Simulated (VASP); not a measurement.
# Ta (Im-3m) in VASP: notebook

Runs on Ta. Level: PBE. Tasks: single point.

All numbers are computed with VASP 6.6.1; they aren't measurements. Logs are shortened: lines on timing, memory, paths and dates and some standing lists are left out, and cuts for length are marked.

## (1) The cell of the first run

It takes space group Im-3m (No. 229, cubic). The conventional cell has a = 3.319 Å, b = 3.319 Å, c = 3.319 Å, α = 90.00°, β = 90.00°, γ = 90.00°. Within 3.8 Å of Ta (site symmetry m-3m) lie 14 Ta at 2.87 to 3.32 Å.

## (2) Single point, PBE

INCAR reads:

```
SYSTEM = Ta
ALGO = Normal ; EDIFF = 1E-7
ENCUT = 520 ; GGA = PE
ISIF = 2 ; ISMEAR = 0
LASPH = .True. ; LCHARG = .True.
LELF = .True. ; LREAL = .False.
LVHAR = .True. ; LWAVE = .False.
NBANDS = 12 ; NELM = 80
PREC = Accurate ; SIGMA = 0.1
```

KPOINTS reads:

```
k-points
0
Gamma
  18 18 18
  0 0 0
```

POSCAR reads:

```
Ta
1.0
   -1.6593948215      1.6593948215      1.6593948215
    1.6593948215     -1.6593948215      1.6593948215
    1.6593948215      1.6593948215     -1.6593948215
Ta
1
Direct
    0.0000000000      0.0000000000      0.0000000000
```

Potentials or basis: VASP PAW PBE potentials, release 64 (Ta_pv).

The run is started by

```console
$ cat potpaw_PBE.64/Ta_pv/POTCAR > POTCAR
$ mpirun -np 1 vasp_std > vasp.out
```

OUTCAR:

```text
SYSTEM = Ta
   EDIFF = 1E-7
   ENCUT = 520
   GGA = PE
   ISIF = 2
   ISMEAR = 0
   LASPH = .True.
   LREAL = .False.
   NELM = 80
   PREC = Accurate

 ion  position               nearest neighbor table
   1  0.000  0.000  0.000-

  LATTYP: Found a body centered cubic cell.
 ALAT       =     3.3187896430

  Lattice vectors:

 A1 = (  -1.6593948215,   1.6593948215,   1.6593948215)
 A2 = (   1.6593948215,  -1.6593948215,   1.6593948215)
 A3 = (   1.6593948215,   1.6593948215,  -1.6593948215)

Analysis of symmetry for initial positions (statically):
=====================================================================
 Subroutine PRICEL returns:
 Original cell was already a primitive cell.

 Routine SETGRP: Setting up the symmetry group for a
 body centered cubic supercell.

 Subroutine GETGRP returns: Found 48 space group operations
 (whereof 48 operations were pure point group operations)
 out of a pool of 48 trial point group operations.

The static configuration has the point symmetry O_h .

Analysis of symmetry for dynamics (positions and initial velocities):
=====================================================================
 Subroutine PRICEL returns:
 Original cell was already a primitive cell.

 Routine SETGRP: Setting up the symmetry group for a
 body centered cubic supercell.

 Subroutine GETGRP returns: Found 48 space group operations
 (whereof 48 operations were pure point group operations)
 out of a pool of 48 trial point group operations.

The dynamic configuration has the point symmetry O_h .

 Subroutine INISYM returns: Found 48 space group operations
 (whereof 48 operations are pure point group operations),
 and found     1 'primitive' translations

----------------------------------------------------------------------------------------

                                     Primitive cell

  volume of cell :      18.2772

  direct lattice vectors                    reciprocal lattice vectors
    -1.659394822  1.659394822  1.659394822     0.000000000  0.301314668  0.301314668
     1.659394822 -1.659394822  1.659394822     0.301314668  0.000000000  0.301314668
     1.659394822  1.659394822 -1.659394822     0.301314668  0.301314668  0.000000000

  length of vectors
     2.874156141  2.874156141  2.874156141     0.426123290  0.426123290  0.426123290

  position of ions in fractional coordinates (direct lattice)
     0.000000000  0.000000000  0.000000000

  ion indices of the primitive-cell ions
   primitive index   ion index
                 1           1

----------------------------------------------------------------------------------------

 KPOINTS: k-points

Automatic generation of k-mesh.
 Grid dimensions read from file:
 generate k-points for:   18   18   18

 Generating k-lattice:

  Cartesian coordinates                     Fractional coordinates (reciprocal lattice)
     0.000000000  0.016739704  0.016739704     0.055555556  0.000000000  0.000000000
     0.016739704  0.000000000  0.016739704     0.000000000  0.055555556  0.000000000
     0.016739704  0.016739704  0.000000000     0.000000000  0.000000000  0.055555556

  Length of vectors
     0.023673516  0.023673516  0.023673516

  Shift w.r.t. Gamma in fractional coordinates (k-lattice)
     0.000000000  0.000000000  0.000000000

 Subroutine IBZKPT returns following result:
 ===========================================

 Found    195 irreducible k-points:

 Following reciprocal coordinates:
            Coordinates               Weight
  0.000000  0.000000  0.000000      1.000000
  0.055556  0.000000  0.000000     12.000000
  0.111111  0.000000  0.000000     12.000000
  0.166667  0.000000  0.000000     12.000000
  0.222222  0.000000  0.000000     12.000000
  0.277778  0.000000  0.000000     12.000000
[... 16 lines left out ...]
  0.333333  0.111111  0.000000     48.000000
  0.388889  0.111111 -0.000000     48.000000
 [... further k-points ...]
   k-points           NKPTS =    195   k-points in BZ     NKDIM =    195   number of bands    NBANDS=     12
   number of dos      NEDOS =    301   number of ions     NIONS =      1
   total plane-waves  NPLWV =  13824
   dimension x,y,z NGX =    24 NGY =   24 NGZ =   24
   dimension x,y,z NGXF=    48 NGYF=   48 NGZF=   48
   ions per type =               1
   NGX,Y,Z   is equivalent  to a cutoff of  13.88, 13.88, 13.88 a.u.
   NGXF,Y,Z  is equivalent  to a cutoff of  27.76, 27.76, 27.76 a.u.
 SYSTEM =  Ta
   PREC   = accura    normal or accurate (medium, high low for compatibility)
   ISTART =      0    job   : 0-new  1-cont  2-samecut
   ICHARG =      2    charge: 1-file 2-atom 10-const
   ISPIN  =      1    spin polarized calculation?
   LNONCOLLINEAR =      F non collinear calculations
   LSORBIT =      F    spin-orbit coupling
   LASPH  =      T    aspherical Exc in radial PAW
   ENCUT  =  520.0 eV  38.22 Ry    6.18 a.u.   5.34  5.34  5.34*2*pi/ulx,y,z
   NELM   =     80;   NELMIN=  2; NELMDL= -5     # of ELM steps
   EDIFF  = 0.1E-06   stopping-criterion for ELM
   LREAL  =      F    real-space projection
   EDIFFG = 0.1E-05   stopping-criterion for IOM
   NSW    =      0    number of steps for IOM
   IBRION =     -1    ionic relax: 0-MD 1-quasi-New 2-CG
   NFREE  =      0    steps in history (QN), initial steepest desc. (CG)
   ISIF   =      2    stress and relaxation
   ISYM   =      2    0-nonsym 1-usesym 2-fastsym
   POTIM  = 0.5000    time-step for ionic-motion
   TEBEG  =    0.0;   TEEND  =   0.0 temperature during run
   PSTRESS=    0.0 pullay stress
   NELECT =      11.0000    total number of electrons
   NUPDOWN=      -1.0000    fix difference up-down
   EMIN   =  10.00;   EMAX   =-10.00  energy-range for DOS
   EFERMI =   0.00;   METHOD = LEGACY
   ISMEAR =     0;   SIGMA  =   0.10  broadening in eV -4-tet -1-fermi 0-gaus
   EFERMI_NEDOS =   21; number of points for ismear=-14 and -15
   IALGO  =     38    algorithm
   IMIX   =      4    mixing-type and parameters
     AMIX     =   0.40;   BMIX     =  1.00
     AMIX_MAG =   1.60;   BMIX_MAG =  1.00
  volume/ion in A,a.u.               =      18.28       123.34
  Fermi-wavevector in a.u.,A,eV,Ry     =   1.382195  2.611970 25.993429  1.910463
  Thomas-Fermi vector in A             =   2.506909
   LORBIT       =      0    0 simple, 1 ext, 2 COOP (PROOUT), +10 PAW based schemes
   GGA     = PE    functional components
   LHFCALC =     F    Hartree Fock is set to
   AEXX    =    0.0000 exact exchange contribution
   IVDW    =     0    specifies the selected vdW correction
   LEPSILON=     F    determine dielectric tensor
   LRPA    =     F    only Hartree local field effects (RPA)
 non-spin polarized calculation
 Gauss-broadening in eV      SIGMA  =   0.10
  energy-cutoff  :      520.00
  volume of cell :       18.28
 maximum number of plane-waves:       531
 NGX is ok and might be reduce to    24
   NGX = 11   NGY = 11   NGZ = 11

 number of electron      11.0000001 magnetization

 Free energy of the ion-electron system (eV)
  ---------------------------------------------------
  ext. energy  EPLUGINS =         0.00000000
  ---------------------------------------------------
  free energy    TOTEN  =       -11.81631773 eV

  energy without entropy =      -11.81023102  energy(sigma->0) =      -11.81327437

 E-fermi :   5.3783     XC(G=0): -12.5432

 val. band max:        5.3573796789   @ k =   0.1111   0.1111   0.0000
 cond. band min:       5.3808121634   @ k =   0.3333   0.1667   0.0556
 fundamental gap:      0.0234324845
 Fermi energy:         5.3783055331

 k-point     1 :       0.0000    0.0000    0.0000
  band No.  band energies     occupation
      1     -27.7604      2.00000
      2     -27.7604      2.00000
      3     -27.7604      2.00000
      4      -2.4916      2.00000
      5       6.1032      0.00000
      6       6.1032      0.00000
      7       6.1032      0.00000
      8       9.3245      0.00000
      9       9.3245      0.00000
     10      20.0170      0.00000
     11      20.3098      0.00000
     12      20.3098      0.00000

 k-point     2 :       0.0556    0.0000    0.0000
  band No.  band energies     occupation
      1     -27.7970      2.00000
      2     -27.7717      2.00000
      3     -27.7606      2.00000
      4      -2.3556      2.00000
      5       6.0146      0.00000
      6       6.0784      0.00000
      7       6.2360      0.00000
      8       9.1791      0.00000
      9       9.3248      0.00000
     10      20.0171      0.00000
     11      20.4327      0.00000
     12      20.5486      0.00000

 k-point     3 :       0.1111    0.0000    0.0000
  band No.  band energies     occupation
      1     -27.9014      2.00000
      2     -27.8041      2.00000
      3     -27.7611      2.00000
      4      -1.9614      2.00000
      5       5.7702      0.00000
      6       5.9730      0.00000
      7       6.6301      0.00000
      8       8.8734      0.00000
      9       9.3327      0.00000
     10      20.0167      0.00000
     11      20.7402      0.00000
     12      21.2414      0.00000
[... 286 lines left out ...]
 k-point    23 :       0.3333    0.1111    0.0000
  band No.  band energies     occupation
      1     -28.7330      2.00000
      2     -28.1150      2.00000
      3     -27.8147      2.00000
      4       1.3605      2.00000
      5       4.1173      2.00000
      6       5.4185      0.56947
      7       9.0056      0.00000
      8      10.1567      0.00000
      9      12.1431      0.00000
     10      17.6328      0.00000
     11      18.9866      0.00000
     12      20.0272      0.00000

 k-point    24 :       0.3889    0.1111   -0.0000
  band No.  band energies     occupation
      1     -28.8093      2.00000
      2     -28.1529      2.00000
      3     -27.8160      2.00000
      4       1.4396      2.00000
      5       3.9856      2.00000
      6       5.9850      0.00000
      7       9.0705      0.00000
      8      10.3378      0.00000
      9      13.1245      0.00000
     10      16.6526      0.00000
     11      18.2652      0.00000
     12      20.0243      0.00000

 [... further k-points ...]
[... 5 lines left out ...]
  --------------------------------------------------------------------------------------
  -------------------------------------------------------------------------------------
  Total        0.0109249      0.0109249      0.0109249     -0.0000000     -0.0000000      0.0000000
  in kB        0.9576724      0.9576724      0.9576724     -0.0000000     -0.0000000      0.0000000
  external PRESSURE =       0.9576724 kB  Pullay stress =       0.0000000 kB

 VOLUME and BASIS-vectors are now :
 -----------------------------------------------------------------------------
  energy-cutoff  :      520.00
  volume of cell :       18.28
      direct lattice vectors                 reciprocal lattice vectors
    -1.659394822  1.659394822  1.659394822     0.000000000  0.301314668  0.301314668
     1.659394822 -1.659394822  1.659394822     0.301314668  0.000000000  0.301314668
     1.659394822  1.659394822 -1.659394822     0.301314668  0.301314668  0.000000000

 POSITION                                       TOTAL-FORCE (eV/Angst)
 -----------------------------------------------------------------------------------
      0.00000      0.00000      0.00000         0.000000      0.000000      0.000000
 -----------------------------------------------------------------------------------
    total drift:                                0.000000      0.000000     -0.000000

  FREE ENERGIE OF THE ION-ELECTRON SYSTEM (eV)
  ---------------------------------------------------
  free  energy   TOTEN  =       -11.8163177270 eV

  energy  without entropy=      -11.8102310170  energy(sigma->0) =      -11.81327437
```

Run time: 49 s. Hardware: 1 thread of Intel Xeon 8259CL, shared host; peak memory 0.17 GiB.

Results:

```yaml
Free_energy: -11.8163 eV
Pressure: 0.1 GPa
Band_gap_on_the_k_mesh: zero (an odd number of electrons rules out a gap without spin polarisation)
```

Levels at points of the mesh, in eV from the Fermi level:
```tsv
k point	band 1	band 2	band 3	band 4	band 5	band 6	band 7	band 8	band 9	band 10
(0.00, 0.00, 0.00)	-33.14	-33.14	-33.14	-7.87	0.72	0.72	0.72	3.95	3.95	14.64
(0.50, 0.00, 0.00)	-34.26	-33.50	-33.15	-4.32	-1.51	1.51	3.82	4.83	7.65	11.48
(0.50, 0.50, 0.50)	-33.92	-33.92	-33.92	-3.73	-3.73	6.71	6.71	6.71	8.51	8.51
```

Caveat: spin-orbit coupling is left out, which moves the levels of the heavy elements.

## (3) Single point, PBE (18.83 Å³/atom)

This run uses another cell than the first one, of 18.83 Å³/atom.

INCAR reads:

```
PREC     = Accurate       # precision mode
ENCUT    = 520            # plane-wave cutoff, eV
EDIFF    = 1E-6           # SCF threshold, eV
ISMEAR   = 0              # smearing method
SIGMA    = 0.1            # smearing width, eV
LREAL    = False          # projectors in reciprocal space
LASPH    = True           # aspherical terms in the spheres
NELM     = 100            # most SCF steps
ALGO     = Fast           # electronic algorithm
ISIF     = 2              # what is computed and relaxed
LWAVE    = False          # write WAVECAR
LCHARG   = False          # write CHGCAR
GGA      = PE             # functional
NBANDS   = 12             # bands
```

KPOINTS reads:

```
regular mesh
0
Gamma
  18 18 18
```

POSCAR reads:

```
Ta
1.0
   -1.6758255418      1.6758255418      1.6758255418
    1.6758255418     -1.6758255418      1.6758255418
    1.6758255418      1.6758255418     -1.6758255418
Ta
1
Direct
    0.0000000000      0.0000000000      0.0000000000
```

Potentials or basis: VASP PAW PBE potentials, release 64 (Ta_pv).

The run is started by

```console
$ cat potpaw_PBE.64/Ta_pv/POTCAR > POTCAR
$ mpirun -np 1 vasp_std > vasp.out
```

OUTCAR:

```text
PREC = Accurate
   ENCUT = 520
   EDIFF = 1E-6
   ISMEAR = 0
   LREAL = False
   LASPH = True
   NELM = 100
   ISIF = 2
   GGA = PE

 ion  position               nearest neighbor table
   1  0.000  0.000  0.000-

  LATTYP: Found a body centered cubic cell.
 ALAT       =     3.3516510836

  Lattice vectors:

 A1 = (  -1.6758255418,   1.6758255418,   1.6758255418)
 A2 = (   1.6758255418,  -1.6758255418,   1.6758255418)
 A3 = (   1.6758255418,   1.6758255418,  -1.6758255418)

Analysis of symmetry for initial positions (statically):
=====================================================================
 Subroutine PRICEL returns:
 Original cell was already a primitive cell.

 Routine SETGRP: Setting up the symmetry group for a
 body centered cubic supercell.

 Subroutine GETGRP returns: Found 48 space group operations
 (whereof 48 operations were pure point group operations)
 out of a pool of 48 trial point group operations.

The static configuration has the point symmetry O_h .

[... 168 lines left out ...]
  band No.  band energies     occupation
      1     -28.1142      2.00000
      2     -28.1142      2.00000
      3     -28.1142      2.00000
      4      -2.6104      2.00000
      5       5.8647      0.00000
      6       5.8647      0.00000
      7       5.8647      0.00000
      8       8.9832      0.00000
      9       8.9832      0.00000
     10      19.9367      0.00000
     11      19.9367      0.00000
     12      19.9367      0.00000
[... 331 lines left out ...]
 k-point    24 :       0.3889    0.1111    0.0000
  band No.  band energies     occupation
      1     -29.0645      2.00000
      2     -28.4712      2.00000
      3     -28.1637      2.00000
      4       1.3122      2.00000
      5       3.8239      2.00000
      6       5.6754      0.00000
      7       8.7222      0.00000
      8       9.9352      0.00000
      9      12.6092      0.00000
     10      15.9917      0.00000
     11      17.8285      0.00000
     12      21.2685      0.00000

 [... further k-points ...]

------------------------ aborting loop because EDIFF is reached ----------------------------------------

  FORCE on cell =-STRESS in cart. coord.  units (eV):
  Direction    XX          YY          ZZ          XY          YZ          ZX
  --------------------------------------------------------------------------------------
  -------------------------------------------------------------------------------------
  Total       -0.6322478     -0.6322478     -0.6322478      0.0000000     -0.0000000      0.0000000
  in kB      -53.8085735    -53.8085735    -53.8085735      0.0000000     -0.0000000      0.0000000
  external PRESSURE =     -53.8085735 kB  Pullay stress =       0.0000000 kB

 VOLUME and BASIS-vectors are now :
 -----------------------------------------------------------------------------
  energy-cutoff  :      520.00
  volume of cell :       18.83
      direct lattice vectors                 reciprocal lattice vectors
    -1.675825542  1.675825542  1.675825542     0.000000000  0.298360413  0.298360413
     1.675825542 -1.675825542  1.675825542     0.298360413  0.000000000  0.298360413
     1.675825542  1.675825542 -1.675825542     0.298360413  0.298360413  0.000000000

 POSITION                                       TOTAL-FORCE (eV/Angst)
 -----------------------------------------------------------------------------------
      0.00000      0.00000      0.00000        -0.000000     -0.000000      0.000000
 -----------------------------------------------------------------------------------
    total drift:                               -0.000000      0.000000     -0.000000

  FREE ENERGIE OF THE ION-ELECTRON SYSTEM (eV)
  ---------------------------------------------------
  free  energy   TOTEN  =       -11.8072457765 eV

  energy  without entropy=      -11.8010062262  energy(sigma->0) =      -11.80412600
```

OSZICAR:

```text
N       E                     dE             d eps       ncg     rms          rms(c)
DAV:   1     0.607677395673E+02    0.60768E+02   -0.61126E+03  4680   0.867E+02
DAV:   2    -0.112285782184E+02   -0.71996E+02   -0.70142E+02  5244   0.243E+02
DAV:   3    -0.123022200322E+02   -0.10736E+01   -0.10648E+01  5580   0.278E+01
DAV:   4    -0.123053080846E+02   -0.30881E-02   -0.30878E-02  5232   0.166E+00
DAV:   5    -0.123053194628E+02   -0.11378E-04   -0.11378E-04  5616   0.966E-02    0.125E+01
RMM:   6    -0.119177843811E+02    0.38754E+00   -0.27482E-01  5011   0.434E+00    0.595E+00
RMM:   7    -0.118073229662E+02    0.11046E+00   -0.27575E-01  5204   0.424E+00    0.361E-01
RMM:   8    -0.118071730552E+02    0.14991E-03   -0.12225E-02  5485   0.100E+00    0.305E-01
RMM:   9    -0.118072625473E+02   -0.89492E-04   -0.18631E-03  5781   0.383E-01    0.672E-02
RMM:  10    -0.118072400972E+02    0.22450E-04   -0.27479E-04  5801   0.137E-01    0.969E-03
RMM:  11    -0.118072439161E+02   -0.38189E-05   -0.64279E-05  6005   0.563E-02    0.720E-03
RMM:  12    -0.118072448045E+02   -0.88836E-06   -0.11200E-05  5393   0.201E-02    0.206E-02
RMM:  13    -0.118072457765E+02   -0.97203E-06   -0.27276E-06  4175   0.904E-03
   1 F= -.11807246E+02 E0= -.11804126E+02  d E =-.623955E-02
```

Run time: 61 s. Hardware: 1 thread of Intel Xeon 8259CL, shared host; peak memory 0.17 GiB.

Results:

* Free energy: -11.8072 eV
* Pressure: -5.4 GPa
* Band gap on the k mesh: zero (an odd number of electrons rules out a gap without spin polarisation)

Caveat: the cell stands under tension; spin-orbit coupling is left out, which moves the levels of the heavy elements.
